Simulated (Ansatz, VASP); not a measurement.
**Two plane-wave programs on TiAl**

INCAR

```
PREC = Accurate ; ENCUT = 520
EDIFF = 1E-7 ; ISMEAR = 0
SIGMA = 0.15 ; LREAL = False
LASPH = True ; NELM = 80
ALGO = Fast ; ISIF = 2
LWAVE = False ; LCHARG = False
GGA = PS ; NBANDS = 14
```

The input KPOINTS:

```
regular mesh
0
Gamma
  16 16 16
```

Contents of POSCAR:

```
TiAl
1.0
    3.0796524629      0.0000000000      0.0000000000
    0.0000000000      3.0796524629      0.0000000000
    0.0000000000      0.0000000000      3.3876177092
Ti Al
1 1
Direct
    0.0000000000      0.0000000000      0.0000000000
    0.5000000000      0.5000000000      0.5000000000
```

Input for Ansatz:

```yaml
crystal:
  lattice:
    - [3.0796524629, 0.0, 0.0]
    - [0.0, 3.0796524629, 0.0]
    - [0.0, 0.0, 3.3876177092]
  atoms:
    - { symbol: Ti, position: [0.0, 0.0, 0.0] }
    - { symbol: Al, position: [0.5, 0.5, 0.5] }
basis:
  ecutwfc: 420
kpoints:
  mp_grid: { grid: [16, 16, 16] }
hamiltonian:
  xc: pbesol
scf:
  occupations: { method: gaussian, width: 0.15 }
output:
  forces: true
  stress: true
  eigenvalues: true
```

Alike in both runs: task single point; functional PBEsol; k mesh 16 × 16 × 16; occupations gaussian, width 0.15 eV; no spin polarisation.

```csv
,VASP,Ansatz
version,VASP 6.6.1,Ansatz 0.2.0
potentials or method,"VASP PAW PBE potentials, release 64 (Ti_sv, Al), cutoff 520 eV","scalar-relativistic, plane waves, PAW"
valence electrons in the cell,15,15
```

```tsv
	VASP	Ansatz	Ansatz less VASP
gap on the k mesh at the Fermi level (eV)	none	none	-
pressure (GPa)	-2.3	-2.3	-0.06
traceless stress, the component that is largest in VASP (GPa)	4.66	4.67	+0.007
```

VASP's potentials were made for PBE, not for PBEsol. A gap of «none» marks a metal or a gap that the smearing closes.
